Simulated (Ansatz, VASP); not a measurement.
One calculation of Al, two programs

```
Al
1.0
     2.57329    0.00000    0.00000
    -1.28664    2.22853    0.00000
     0.00000    0.00000    4.22760
Al
2
Direct
  0.33333 0.66667 0.25000
  0.66667 0.33333 0.75000
```

Change from the starting cell: volume scaled by 0.76, PAW files.

Alike in both runs: task single point; functional LDA; k mesh 15 × 15 × 8; occupations fermi-dirac, width 0.08 eV; no spin polarisation.

|  | VASP | Ansatz |
| --- | --- | --- |
| version | VASP 6.6.1 | Ansatz 0.2.0 |
| potentials or method | VASP PAW LDA potentials, release 64 (Al) | PAW with Ansatz's default frozen-core files, scalar-relativistic |
| plane-wave cutoff (eV) | 520 | 420 |
| valence electrons in the cell | 6 | 6 |

|  | VASP | Ansatz | Ansatz less VASP |
| --- | --- | --- | --- |
| pressure (GPa) | 40.3 | 40.0 | -0.38 |

LDA's correlation is that of Perdew and Zunger in VASP and of Perdew and Wang (1992) in Ansatz. Both programs put the cell under a high pressure, so it lies far from rest at this level.
